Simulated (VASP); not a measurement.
SrCl2: single point with r2SCAN

SrCl2:

```
Sr Cl
1.0
     0.19606    3.48550    3.48550
     3.68156    0.00000    3.68156
     3.48550    3.48550    0.19606
Sr Cl
1 2
Cartesian
  0.0000 0.0000 0.0000
  1.8408 1.7428 1.8408
  5.5223 5.2283 5.5223
```

This cell differs from its parent crystal: strain +0.1125 x Voigt [0, 0, 0, 0, 1, 0].

```
Program             : VASP 6.6.1
Task                : single point
Functional          : r2SCAN
Potentials or basis : VASP PAW PBE potentials, release 64 (Sr_sv, Cl)
Cutoff              : 520 eV
k mesh              : 6 × 6 × 6
Occupations         : gaussian, width 0.05 eV
Spin                : no spin polarisation
```

```json
{
  "Pressure": "1.1 GPa",
  "Largest force": "0.328 eV/Å",
  "Band gap on the k mesh": "6.00 eV (least direct gap 6.04 eV)"
}
```

Forces in eV/Å, atoms in the order of the input:
```
Sr   0.000  0.000  0.000
Cl   0.000 -0.328  0.000
Cl   0.000  0.328  0.000
```

Stress tensor (GPa, compression positive):
```
 1.03  0.00 -1.94
 0.00  1.18  0.00
-1.94  0.00  1.03
```

Levels at points of the mesh, in eV from the valence-band top:
```csv
k point,band 9,band 10,band 11,band 12,band 13,band 14,band 15,band 16
"(0.00, 0.00, 0.00)",-2.09,-0.40,-0.34,-0.25,6.00,6.69,6.78,9.06
"(0.50, 0.00, 0.00)",-1.52,-1.32,-1.11,-1.04,7.23,7.62,8.31,8.40
"(0.00, 0.50, 0.00)",-1.41,-1.36,-1.05,-0.98,7.11,7.44,8.12,8.27
"(0.50, 0.50, 0.00)",-1.89,-0.43,-0.42,-0.01,6.03,7.66,8.29,8.71
"(0.50, 0.00, 0.50)",-1.71,-0.66,-0.14,0.00,6.05,7.76,8.29,8.42
```

Run time: 7.7 min on 1 thread of Intel Xeon 8259CL, with other jobs on the host, peak memory 0.29 GiB.

Caveat: the cell differs from its parent crystal (strain +0.1125 x Voigt [0, 0, 0, 0, 1, 0]); the PAW data sets were made with another functional, which shifts forces and pressure a little. A k mesh can miss the band edges.
